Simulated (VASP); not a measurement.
Set up this calculation in VASP 6.6.1, as the native input.

- Task: electric field gradients
- Functional: r2SCAN
- Potentials or basis: VASP PAW PBE potentials, release 64 (Ga_d, As)
- Cutoff: 520 eV
- k mesh: 11 × 11 × 11
- Occupations: fermi-dirac, width 0.05 eV
- Spin: no spin polarisation
- Dipole correction: no
- Further INCAR settings: ALGO = Normal; EDIFF = 1e-08; NBANDS = 16

The system is GaAs.

```
CELL_PARAMETERS angstrom
0.00000 2.82685 2.82685
2.82685 0.00000 2.82685
2.82685 2.82685 0.00000
ATOMIC_POSITIONS crystal
Ga 0.00000 0.00000 0.00000
As 0.75000 0.75000 0.75000
```

One way to write it, as run:

POSCAR

```
GaAs
1.0
    0.0000000000      2.8268500000      2.8268500000
    2.8268500000      0.0000000000      2.8268500000
    2.8268500000      2.8268500000      0.0000000000
Ga As
1 1
Direct
    0.0000000000      0.0000000000      0.0000000000
    0.7500000000      0.7500000000      0.7500000000
```

INCAR.step1

```
PREC     = Accurate       # precision mode
ENCUT    = 520            # plane-wave cutoff, eV
ISMEAR   = -1             # smearing method
SIGMA    = 0.05           # smearing width, eV
LREAL    = False          # projectors in reciprocal space
LASPH    = True           # aspherical terms in the spheres
NELM     = 100            # most SCF steps
NBANDS   = 16             # bands
GGA      = PE             # functional
ALGO     = Normal         # electronic algorithm
EDIFF    = 1E-4           # SCF threshold, eV
LWAVE    = True           # write WAVECAR
LCHARG   = False          # write CHGCAR
```

INCAR.step2

```
PREC     = Accurate       # precision mode
ENCUT    = 520            # plane-wave cutoff, eV
EDIFF    = 1E-8           # SCF threshold, eV
ISMEAR   = -1             # smearing method
SIGMA    = 0.05           # smearing width, eV
LREAL    = False          # projectors in reciprocal space
LASPH    = True           # aspherical terms in the spheres
NELM     = 100            # most SCF steps
ALGO     = Normal         # electronic algorithm
ISIF     = 2              # what is computed and relaxed
LWAVE    = False          # write WAVECAR
LCHARG   = False          # write CHGCAR
METAGGA  = R2SCAN         # meta-GGA
LMIXTAU  = True         
LEFG     = True         
NBANDS   = 16             # bands
ISTART   = 1
```

KPOINTS

```
Automatic mesh
0
Gamma
  11 11 11
```

Potentials or basis: VASP PAW PBE potentials, release 64 (Ga_d, As).

Launch:

```bash
$ cat potpaw_PBE.64/Ga_d/POTCAR potpaw_PBE.64/As/POTCAR > POTCAR
$ cp INCAR.step1 INCAR
$ mpirun -np 1 vasp_std > vasp.out
$ cp INCAR.step2 INCAR
$ mpirun -np 1 vasp_std > vasp.out
```

It gave:

```
Pressure                                : 0.6 GPa
Band gap on the k mesh                  : 1.00 eV
Largest electric field gradient by atom : under 0.05 V/Å² on every atom
```

Caveat: the PAW data sets were made with another functional, which shifts forces and pressure a little; an odd mesh through Γ misses points on the zone boundary, where band edges can lie.

Wall time 5.2 min on 1 thread of Intel Xeon 8259CL, on a shared host, peak memory 0.2 GiB.
